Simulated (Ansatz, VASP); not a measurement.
**AlNi in VASP and in Ansatz**

```
Al Ni
1.0
     2.93862    0.00000    0.00000
     0.00000    2.93862    0.00000
     0.00000    0.00000    2.88100
Al Ni
1 1
Direct
  0.00000 0.00000 0.00000
  0.50000 0.50000 0.50000
```

Alike in both runs: task single point; functional PBE; k mesh 12 × 12 × 12; occupations fermi-dirac, width 0.15 eV; collinear spin.

|  | VASP | Ansatz |
| --- | --- | --- |
| version | VASP 6.6.1 | Ansatz 0.2.0 |
| potentials or method | VASP PAW PBE potentials, release 64 (Al, Ni), cutoff 520 eV | plane waves, PAW |
| valence electrons in the cell | 13 | 21 |

```tsv
	VASP	Ansatz	Ansatz less VASP
net moment per atom (μB)	0.00	0.00	0.000
```

VASP's potentials hold 13 valence electrons a cell and Ansatz's 21, so a difference there can come from the potentials and not from the codes. Ansatz's warnings: seeded moment not kept.
